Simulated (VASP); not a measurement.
# Sn4O7 (a cell with a defect) in VASP: notebook, part 2 of 2

VASP 6.6.1.

**3. Single point, PBE+D3(BJ)**

Input file INCAR:

```
SYSTEM = Sn4O7
ALGO = Normal
EDIFF = 1E-6
ENCUT = 520
GGA = PE
ISIF = 2
ISMEAR = 0
IVDW = 12
KPAR = 4
LASPH = .TRUE.
LCHARG = .TRUE.
LREAL = .FALSE.
LVHAR = .TRUE.
LWAVE = .FALSE.
NBANDS = 60
NELECT = 96.0
NELM = 60
PREC = Accurate
SIGMA = 0.05
```

Input file KPOINTS:

```
k-points
0
G
  6 6 6
  0 0 0
```

Input file POSCAR:

```
Sn4O7
1.0
   -3.2376496260     -1.8692578831      4.2923370236
    3.2376496260     -1.8692578831      4.2923370236
    0.0000000000      3.7385157663      4.2923370236
Sn O
4 7
Direct
    0.5000000000      0.5000000000      0.5000000000
    0.0000000000      0.0000000000      0.5000000000
    0.0000000000      0.5000000000      0.0000000000
    0.5000000000      0.0000000000      0.0000000000
    0.7436146560      0.7436146560      0.2436146560
    0.7436146560      0.2436146560      0.7436146560
    0.2436146560      0.7436146560      0.7436146560
    0.7563853440      0.7563853440      0.7563853440
    0.2563853440      0.2563853440      0.7563853440
    0.2563853440      0.7563853440      0.2563853440
    0.7763401252      0.1935423482      0.2575397376
```

Potentials or basis: VASP PAW PBE potentials, release 64 (Sn_d, O).

Command:

```sh
$ cat potpaw_PBE.64/Sn_d/POTCAR potpaw_PBE.64/O/POTCAR > POTCAR
$ mpirun -np 4 vasp_std > vasp.out
```

OUTCAR:

```text
SYSTEM = Sn4O7
   EDIFF = 1E-6
   ENCUT = 520
   GGA = PE
   ISIF = 2
   ISMEAR = 0
   IVDW = 12
   LASPH = .TRUE.
   LREAL = .FALSE.
   NELECT = 96.0
   NELM = 60
   PREC = Accurate
 IVDW          = 12

 ion  position               nearest neighbor table
   1  0.500  0.500  0.500-   6 2.12   7 2.12  10 2.12   9 2.12   5 2.12  11 2.38   2 3.24   2 3.24
                             3 3.24   4 3.24   4 3.24   3 3.24
[... 1748 lines left out ...]
  in kB    -204.09673  -219.35013  -293.55045     0.52923    14.80154   -25.70057
  external pressure =     -239.00 kB  Pullay stress =        0.00 kB

 VOLUME and BASIS-vectors are now :
 -----------------------------------------------------------------------------
  energy-cutoff  :      520.00
  volume of cell :      155.86
      direct lattice vectors                 reciprocal lattice vectors
    -3.237649626 -1.869257883  4.292337024    -0.154433017 -0.089161944  0.077657773
     3.237649626 -1.869257883  4.292337024     0.154433017 -0.089161944  0.077657773
     0.000000000  3.738515766  4.292337024     0.000000000  0.178323888  0.077657773

 POSITION                                       TOTAL-FORCE (eV/Angst)
 -----------------------------------------------------------------------------------
      0.00000      0.00000      6.43851        -0.462030     -0.032843      1.092902
      0.00000      1.86926      2.14617        -0.993619      3.417016     -0.643377
      1.61882     -0.93463      2.14617         2.214450     -1.004765     -1.784411
     -1.61882     -0.93463      2.14617        -2.410404     -1.489642     -1.570444
      0.00000     -1.86926      7.42937        -0.682235      0.527015     -0.201820
     -1.61882      0.93463      7.42937         0.314855     -0.243848      0.222405
      1.61882      0.93463      7.42937        -0.122400     -0.084743      0.249986
      0.00000      0.00000      9.73998        -0.123103      0.333000      0.283548
      0.00000      1.86926      5.44765        -0.017569      1.128373      0.419302
      1.61882     -0.93463      5.44765         0.512682     -0.678562      0.474324
     -1.88690     -0.85014      5.26851         1.769373     -1.871000      1.457583
 -----------------------------------------------------------------------------------
    total drift:                               -0.000308      0.000133      0.000805

  FREE ENERGIE OF THE ION-ELECTRON SYSTEM (eV)
  ---------------------------------------------------
  free  energy   TOTEN  =       -77.2201057192 eV

  energy  without entropy=      -77.2195030690  energy(sigma->0) =      -77.21980439
```

Run time: 9.6 min. Hardware: 4 MPI ranks of Oxide Virtual Turin-like, shared host; peak memory 0.76 GiB.

What came out:

| Quantity | Value |
| --- | --- |
| Free energy | -77.2201 eV |
| Largest force | 3.616 eV/Å |
| Dispersion energy per atom | -0.201 eV |

Forces in eV/Å, atoms in the order of the input:
```
Sn  -0.462 -0.033  1.093
Sn  -0.994  3.417 -0.643
Sn   2.214 -1.005 -1.784
Sn  -2.410 -1.490 -1.570
O   -0.682  0.527 -0.202
O    0.315 -0.244  0.222
O   -0.122 -0.085  0.250
O   -0.123  0.333  0.284
O   -0.018  1.128  0.419
O    0.513 -0.679  0.474
O    1.769 -1.871  1.458
```

Caveat: the cell carries a net charge on a neutralising background, which shifts energy and pressure; the cell differs from its parent crystal (atoms taken out, atom 11 moved 0.000 of the way to it and -0.333 Å across, host rigid); the cell is charged against a uniform background, so pressure and absolute levels hang on convention; spin-orbit coupling is left out, which moves the levels of the heavy elements.

**4. Single point, PBE+D3(BJ)**

Input file INCAR:

```
SYSTEM = Sn4O7
  PREC = Accurate
  ENCUT = 520
  EDIFF = 1E-7
  ISMEAR = 0
  SIGMA = 0.05
  LREAL = .FALSE.
  LASPH = .TRUE.
  NELM = 100
  ALGO = Normal
  ISIF = 2
  LWAVE = .FALSE.
  LCHARG = .FALSE.
  GGA = PE
  IVDW = 12
  NELECT = 96.0
  NBANDS = 60
  KPAR = 4
```

Input file KPOINTS:

```
regular mesh
0
G
  6 6 6
  0 0 0
```

POSCAR: that of step 3 with these lines changed.

```diff
@@ -18,2 +18,2 @@
     0.2563853440      0.7563853440      0.2563853440
-    0.7763401252      0.1935423482      0.2575397376
+    0.9387336549      0.1892858779      0.2532832673
```

Command:

```sh
$ cat potpaw_PBE.64/Sn_d/POTCAR potpaw_PBE.64/O/POTCAR > POTCAR
$ mpirun -np 4 vasp_std > vasp.out
```

It took 9.7 min on 4 MPI ranks of Oxide Virtual Turin-like, shared host; peak memory 0.76 GiB.

It converged, with:

* Free energy: -72.8093 eV
* Largest force: 29.658 eV/Å
* Dispersion energy per atom: -0.200 eV

Forces in eV/Å, atoms in the order of the input:
```
Sn    1.323   0.775   2.099
Sn  -15.701  23.683   8.497
Sn    3.001  -4.462  -0.148
Sn   -2.336  -1.371  -2.331
O    -0.502   0.601  -0.143
O     0.800   0.112   0.083
O    -0.106  -0.057   0.116
O     0.013   0.375   0.145
O    -0.328   0.323   0.280
O    -1.139  -0.565   0.147
O    14.977 -19.416  -8.745
```

Levels at points of the mesh, in eV from the Fermi level:
```csv
k point,band 45,band 46,band 47,band 48,band 49,band 50,band 51,band 52
"(0.00, 0.00, 0.00)",-0.91,-0.62,-0.52,-0.13,0.01,2.84,3.57,4.73
"(0.50, 0.00, 0.00)",-0.92,-0.77,-0.43,-0.19,1.46,2.64,3.31,5.10
"(0.00, 0.50, 0.00)",-0.84,-0.80,-0.60,-0.09,1.58,2.53,3.35,4.81
"(0.00, 0.00, 0.50)",-0.88,-0.81,-0.57,-0.09,1.47,2.47,3.82,4.25
"(0.50, 0.50, 0.00)",-1.49,-1.21,-0.51,-0.44,1.90,2.64,3.80,4.38
"(0.50, 0.00, 0.50)",-1.39,-1.26,-0.63,-0.35,2.03,2.69,3.46,4.64
"(0.00, 0.50, 0.50)",-1.33,-1.02,-0.66,-0.22,1.73,2.73,3.27,4.81
"(0.50, 0.50, 0.50)",-1.40,-1.37,-1.21,-1.18,1.47,2.69,3.75,4.87
```

Caveat: the cell carries a net charge on a neutralising background, which shifts energy and pressure; the cell differs from its parent crystal (atoms taken out, atom 11 moved 0.333 of the way to it and -0.333 Å across, host rigid); the cell is charged against a uniform background, so pressure and absolute levels hang on convention; spin-orbit coupling is left out, which moves the levels of the heavy elements.
